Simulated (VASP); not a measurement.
# AlSnH4 (P4/mmm) in VASP: a series of runs

Runs on AlSnH4. Level: PBE. Tasks: single point, relaxation of cell and atoms.

Everything below comes from runs of VASP 6.6.1. Logs are shortened: lines on timing, memory, paths and dates and some standing lists are left out, and cuts for length are marked.

## (1) The cell of the first run

It takes space group P4/mmm (No. 123, tetragonal). The conventional cell has a = 3.399 Å, b = 3.399 Å, c = 5.820 Å, α = 90.00°, β = 90.00°, γ = 90.00°. Al (site symmetry 4/mmm) has 6 H at 1.70 to 1.77 Å within 2.3 Å. Sn (site symmetry 4/mmm) has 16 H at 2.66 to 3.37 Å and 4 Sn at 3.40 Å within 3.5 Å. H (site symmetry 4mm) has 1 Al at 1.77 Å and 1 H at 2.29 Å within 2.3 Å. Within 2.3 Å of H (site symmetry mmm) lie 2 Al at 1.70 Å.

## (2) Single point, PBE

Contents of INCAR:

```
ALGO = Normal ; EDIFF = 1E-6
ENCUT = 520 ; GGA = PE
ISIF = 2 ; ISMEAR = 0
LASPH = T ; LCHARG = F
LREAL = F ; LWAVE = F
NBANDS = 20 ; NELM = 100
PREC = Accurate ; SIGMA = 0.1
```

Contents of KPOINTS:

```
k-points
0
Gamma
  12 12 8
```

Contents of POSCAR:

```
AlSnH4
1.0
    3.3985222605      0.0000000000      0.0000000000
    0.0000000000      3.3985222605      0.0000000000
    0.0000000000      0.0000000000      5.8201270550
Al Sn H
1 1 4
Direct
    0.0000000000      0.0000000000      0.0000000000
    0.5000000000      0.5000000000      0.5000000000
    0.0000000000      0.0000000000      0.6964236024
    0.5000000000      0.0000000000      0.0000000000
    0.0000000000      0.5000000000      0.0000000000
    0.0000000000      0.0000000000      0.3035763976
```

Potentials or basis: VASP PAW PBE potentials, release 64 (Al, Sn_d, H).

Launch:

```
cat potpaw_PBE.64/Al/POTCAR potpaw_PBE.64/Sn_d/POTCAR potpaw_PBE.64/H/POTCAR > POTCAR
mpirun -np 1 vasp_std > vasp.out
```

OUTCAR:

```text
EDIFF = 1E-6
   ENCUT = 520
   GGA = PE
   ISIF = 2
   ISMEAR = 0
   LASPH = T
   LREAL = F
   NELM = 100
   PREC = Accurate

 ion  position               nearest neighbor table
   1  0.000  0.000  0.000-   4 1.70   5 1.70   5 1.70   4 1.70   3 1.77   6 1.77
   2  0.500  0.500  0.500-
   3  0.000  0.000  0.696-   1 1.77
   4  0.500  0.000  0.000-   1 1.70   1 1.70
   5  0.000  0.500  0.000-   1 1.70   1 1.70
   6  0.000  0.000  0.304-   1 1.77

  LATTYP: Found a simple tetragonal cell.
 ALAT       =     3.3985222605
 C/A-ratio  =     1.7125463978

  Lattice vectors:

 A1 = (   3.3985222605,   0.0000000000,   0.0000000000)
 A2 = (   0.0000000000,   3.3985222605,   0.0000000000)
 A3 = (   0.0000000000,   0.0000000000,   5.8201270550)

Analysis of symmetry for initial positions (statically):
=====================================================================
 Subroutine PRICEL returns:
 Original cell was already a primitive cell.

 Routine SETGRP: Setting up the symmetry group for a
 simple tetragonal supercell.

 Subroutine GETGRP returns: Found 16 space group operations
 (whereof 16 operations were pure point group operations)
 out of a pool of 16 trial point group operations.

The static configuration has the point symmetry D_4h.

Analysis of symmetry for dynamics (positions and initial velocities):
=====================================================================
 Subroutine PRICEL returns:
 Original cell was already a primitive cell.

 Routine SETGRP: Setting up the symmetry group for a
 simple tetragonal supercell.

 Subroutine GETGRP returns: Found 16 space group operations
 (whereof 16 operations were pure point group operations)
 out of a pool of 16 trial point group operations.

The dynamic configuration has the point symmetry D_4h.

 Subroutine INISYM returns: Found 16 space group operations
 (whereof 16 operations are pure point group operations),
 and found     1 'primitive' translations

----------------------------------------------------------------------------------------

                                     Primitive cell

  volume of cell :      67.2222

  direct lattice vectors                    reciprocal lattice vectors
     3.398522261  0.000000000  0.000000000     0.294245535  0.000000000  0.000000000
[... 89 lines left out ...]
   LNONCOLLINEAR =      F non collinear calculations
   LSORBIT =      F    spin-orbit coupling
   LASPH  =      T    aspherical Exc in radial PAW
   ENCUT  =  520.0 eV  38.22 Ry    6.18 a.u.   6.32  6.32 10.82*2*pi/ulx,y,z
   NELM   =    100;   NELMIN=  2; NELMDL= -5     # of ELM steps
   EDIFF  = 0.1E-05   stopping-criterion for ELM
   LREAL  =      F    real-space projection
   EDIFFG = 0.1E-04   stopping-criterion for IOM
   NSW    =      0    number of steps for IOM
   IBRION =     -1    ionic relax: 0-MD 1-quasi-New 2-CG
   NFREE  =      0    steps in history (QN), initial steepest desc. (CG)
   ISIF   =      2    stress and relaxation
   ISYM   =      2    0-nonsym 1-usesym 2-fastsym
   POTIM  = 0.5000    time-step for ionic-motion
   TEBEG  =    0.0;   TEEND  =   0.0 temperature during run
   PSTRESS=    0.0 pullay stress
   NELECT =      21.0000    total number of electrons
   NUPDOWN=      -1.0000    fix difference up-down
   EMIN   =  10.00;   EMAX   =-10.00  energy-range for DOS
   EFERMI =   0.00;   METHOD = LEGACY
   ISMEAR =     0;   SIGMA  =   0.10  broadening in eV -4-tet -1-fermi 0-gaus
   EFERMI_NEDOS =   21; number of points for ismear=-14 and -15
   IALGO  =     38    algorithm
   IMIX   =      4    mixing-type and parameters
     AMIX     =   0.40;   BMIX     =  1.00
     AMIX_MAG =   1.60;   BMIX_MAG =  1.00
  volume/ion in A,a.u.               =      11.20        75.61
  Fermi-wavevector in a.u.,A,eV,Ry     =   1.110820  2.099145 16.788516  1.233921
  Thomas-Fermi vector in A             =   2.247376
   LORBIT       =      0    0 simple, 1 ext, 2 COOP (PROOUT), +10 PAW based schemes
   GGA     = PE    functional components
   LHFCALC =     F    Hartree Fock is set to
   AEXX    =    0.0000 exact exchange contribution
   IVDW    =     0    specifies the selected vdW correction
   LEPSILON=     F    determine dielectric tensor
   LRPA    =     F    only Hartree local field effects (RPA)
 non-spin polarized calculation
 Gauss-broadening in eV      SIGMA  =   0.10
  energy-cutoff  :      520.00
  volume of cell :       67.22
 maximum number of plane-waves:      1832
 NGX is ok and might be reduce to    28
   NGX = 13   NGY = 13   NGZ = 21

 number of electron      21.0000000 magnetization

 Free energy of the ion-electron system (eV)
  ---------------------------------------------------
  ext. energy  EPLUGINS =         0.00000000
  ---------------------------------------------------
  free energy    TOTEN  =       -19.49112625 eV

  energy without entropy =      -19.48672489  energy(sigma->0) =      -19.48892557

 E-fermi :   5.0344     XC(G=0):  -9.3937

 val. band max:        5.0222025077   @ k =   0.4167   0.3333   0.0000
 cond. band min:       5.0497215511   @ k =   0.4167   0.3333   0.1250
 fundamental gap:      0.0275190434
 Fermi energy:         5.0343640416

 k-point     1 :       0.0000    0.0000    0.0000
  band No.  band energies     occupation
      1     -17.1535      2.00000
      2     -17.0946      2.00000
      3     -17.0571      2.00000
      4     -17.0571      2.00000
      5     -16.9433      2.00000
      6      -6.0067      2.00000
[... 541 lines left out ...]
     19      15.6377      0.00000
     20      17.3400      0.00000

 [... further k-points ...]
[... 5 lines left out ...]
  --------------------------------------------------------------------------------------
  -------------------------------------------------------------------------------------
  Total       -0.0702723     -0.0702723     -0.0481242      0.0000000      0.0000000     -0.0000000
  in kB       -1.6748748     -1.6748748     -1.1469939      0.0000000      0.0000000     -0.0000000
  external PRESSURE =      -1.4989145 kB  Pullay stress =       0.0000000 kB

 VOLUME and BASIS-vectors are now :
 -----------------------------------------------------------------------------
  energy-cutoff  :      520.00
  volume of cell :       67.22
      direct lattice vectors                 reciprocal lattice vectors
     3.398522261  0.000000000  0.000000000     0.294245535  0.000000000  0.000000000
     0.000000000  3.398522261  0.000000000     0.000000000  0.294245535  0.000000000
     0.000000000  0.000000000  5.820127055     0.000000000  0.000000000  0.171817555

 POSITION                                       TOTAL-FORCE (eV/Angst)
 -----------------------------------------------------------------------------------
      0.00000      0.00000      0.00000         0.000000      0.000000      0.000000
      1.69926      1.69926      2.91006         0.000000      0.000000      0.000000
      0.00000      0.00000      4.05327         0.000000      0.000000      0.000287
      1.69926      0.00000      0.00000         0.000000      0.000000      0.000000
      0.00000      1.69926      0.00000         0.000000      0.000000      0.000000
      0.00000      0.00000      1.76685         0.000000     -0.000000     -0.000287
 -----------------------------------------------------------------------------------
    total drift:                                0.000000      0.000000      0.000000

  FREE ENERGIE OF THE ION-ELECTRON SYSTEM (eV)
  ---------------------------------------------------
  free  energy   TOTEN  =       -19.4911262513 eV

  energy  without entropy=      -19.4867248946  energy(sigma->0) =      -19.48892557
```

OSZICAR:

```text
N       E                     dE             d eps       ncg     rms          rms(c)
DAV:   1     0.125583752786E+03    0.12558E+03   -0.93306E+03  5752   0.114E+03
DAV:   2    -0.757658147629E+01   -0.13316E+03   -0.12784E+03  5860   0.332E+02
DAV:   3    -0.206466740721E+02   -0.13070E+02   -0.12942E+02  6740   0.847E+01
DAV:   4    -0.210170080784E+02   -0.37033E+00   -0.37001E+00  6668   0.145E+01
DAV:   5    -0.210294315066E+02   -0.12423E-01   -0.12423E-01  7312   0.267E+00    0.644E+00
DAV:   6    -0.197908447076E+02    0.12386E+01   -0.11594E+00  7912   0.621E+00    0.329E+00
DAV:   7    -0.194765809529E+02    0.31426E+00   -0.11104E+00  6904   0.477E+00    0.571E-01
DAV:   8    -0.194888349168E+02   -0.12254E-01   -0.20222E-01  6352   0.262E+00    0.361E-01
DAV:   9    -0.194899818748E+02   -0.11470E-02   -0.44770E-03  6344   0.356E-01    0.233E-01
DAV:  10    -0.194911198317E+02   -0.11380E-02   -0.18232E-03  6148   0.232E-01    0.457E-02
DAV:  11    -0.194911223435E+02   -0.25118E-05   -0.22008E-04  6668   0.813E-02    0.100E-02
DAV:  12    -0.194911262248E+02   -0.38812E-05   -0.23570E-05  6372   0.251E-02    0.540E-03
DAV:  13    -0.194911262513E+02   -0.26511E-07   -0.17201E-06  6348   0.668E-03
   1 F= -.19491126E+02 E0= -.19488926E+02  d E =-.440136E-02
```

Wall time 2.7 min (1 thread of Intel Xeon 8259CL, shared host); peak memory 0.32 GiB.

What came out:

- Free energy: -19.4911 eV
- Pressure: -0.1 GPa
- Band gap on the k mesh: zero (an odd number of electrons rules out a gap without spin polarisation)

Levels at points of the mesh, in eV from the Fermi level:
| k point | band 8 | band 9 | band 10 | band 11 | band 12 | band 13 |
| --- | --- | --- | --- | --- | --- | --- |
| (0.00, 0.00, 0.00) | -5.77 | -2.06 | -0.54 | 2.81 | 2.81 | 3.24 |
| (0.50, 0.00, 0.00) | -5.16 | -4.40 | -4.00 | -0.76 | 1.78 | 5.41 |
| (0.50, 0.50, 0.00) | -5.48 | -4.95 | -3.17 | -1.33 | -1.33 | 1.20 |
| (0.00, 0.00, 0.50) | -2.81 | -2.06 | -1.78 | 2.71 | 3.51 | 3.51 |
| (0.50, 0.00, 0.50) | -6.56 | -6.32 | -1.53 | 1.05 | 1.47 | 5.51 |
| (0.50, 0.50, 0.50) | -4.85 | -4.73 | -4.50 | -1.98 | -1.98 | 0.26 |

Caveat: spin-orbit coupling is left out, which moves the levels of the heavy elements.

## (3) Relaxation of cell and atoms, PBE

This run uses another cell than the first one, of 11.14 Å³/atom.

Contents of INCAR:

```
SYSTEM = AlSnH4
PREC     = Accurate       ! precision mode
ENCUT    = 600            ! plane-wave cutoff, eV
EDIFF    = 1E-7           ! SCF threshold, eV
ISMEAR   = 0              ! smearing method
SIGMA    = 0.1            ! smearing width, eV
LREAL    = .FALSE.        ! projectors in reciprocal space
LASPH    = .TRUE.         ! aspherical terms in the spheres
NELM     = 100            ! most SCF steps
ALGO     = Normal         ! electronic algorithm
ISIF     = 3              ! what is computed and relaxed
LWAVE    = .FALSE.        ! write WAVECAR
LCHARG   = .FALSE.        ! write CHGCAR
GGA      = PE             ! functional
IBRION   = 2              ! ionic algorithm
NSW      = 100            ! ionic steps
EDIFFG   = -0.01          ! ionic threshold
```

Contents of KPOINTS:

```
regular mesh
0
G
  12 12 8
  0 0 0
```

Contents of POSCAR:

```
AlSnH4
1.0
    3.4068943912      0.0000000000      0.0000000000
    0.0000000000      3.4068943912      0.0000000000
    0.0000000000      0.0000000000      5.7592666506
Al Sn H
1 1 4
Direct
    0.0000000000      0.0000000000      0.0000000000
    0.5000000000      0.5000000000      0.5000000000
    0.0000000000      0.0000000000      0.6932187490
    0.5000000000      0.0000000000      0.0000000000
    0.0000000000      0.5000000000      0.0000000000
    0.0000000000      0.0000000000      0.3067812510
```

Potentials or basis: VASP PAW PBE potentials, release 64 (Al, Sn_d, H).

Launch:

```
cat potpaw_PBE.64/Al/POTCAR potpaw_PBE.64/Sn_d/POTCAR potpaw_PBE.64/H/POTCAR > POTCAR
mpirun -np 1 vasp_std > vasp.out
```

It took 9.1 min on 1 thread of Intel Xeon 8259CL, shared host; peak memory 0.34 GiB.

It converged, with:

```yaml
Free_energy: -19.4930 eV
Relaxed_volume: 11.19 Å³/atom
Relaxed_cell: a = 3.397 Å, b = 3.397 Å, c = 5.819 Å, α = 90.00°, β = 90.00°, γ = 90.00°
Space_group_after_relaxing_to_0.1_Å: P4/mmm (No. 123)
Energy_gained_by_relaxing: 0.3 meV/atom
Ionic_steps: 8
Pressure_after_relaxing: 0.0 GPa
Band_gap_on_the_k_mesh: zero (an odd number of electrons rules out a gap without spin polarisation)
```

The path:
```tsv
step	energy change (eV)	largest force (eV/Å)	pressure (GPa)	volume (Å³)
1	0.0000	0.0414	-0.09	66.85
2	-0.0005	0.0369	0.00	66.79
3	-0.0011	0.0285	0.19	66.66
4	-0.0012	0.0252	0.26	66.62
5	-0.0016	0.0208	0.14	66.83
6	-0.0019	0.0145	-0.03	67.15
7	-0.0019	0.0141	-0.04	67.17
8	-0.0019	0.0006	0.00	67.15
```

Final structure:
```
Al Sn H
1.0
     3.39707    0.00000    0.00000
     0.00000    3.39707    0.00000
     0.00000    0.00000    5.81871
Al Sn H
1 1 4
Direct
  0.00000 0.00000 0.00000
  0.50000 0.50000 0.50000
  0.00000 0.00000 0.69642
  0.50000 0.00000 0.00000
  0.00000 0.50000 0.00000
  0.00000 0.00000 0.30358
```

Levels at points of the mesh, in eV from the Fermi level:
| k point | band 8 | band 9 | band 10 | band 11 | band 12 | band 13 |
| --- | --- | --- | --- | --- | --- | --- |
| (0.00, 0.00, 0.00) | -5.78 | -2.06 | -0.54 | 2.81 | 2.81 | 3.25 |
| (0.50, 0.00, 0.00) | -5.17 | -4.41 | -4.00 | -0.76 | 1.78 | 5.42 |
| (0.50, 0.50, 0.00) | -5.48 | -4.95 | -3.18 | -1.33 | -1.33 | 1.20 |
| (0.00, 0.00, 0.50) | -2.82 | -2.06 | -1.78 | 2.72 | 3.52 | 3.52 |
| (0.50, 0.00, 0.50) | -6.57 | -6.33 | -1.54 | 1.05 | 1.47 | 5.51 |
| (0.50, 0.50, 0.50) | -4.85 | -4.73 | -4.50 | -1.98 | -1.98 | 0.26 |

Caveat: spin-orbit coupling is left out, which moves the levels of the heavy elements.

The gap in the log of VASP goes by the Fermi energy; the results here count the filled bands.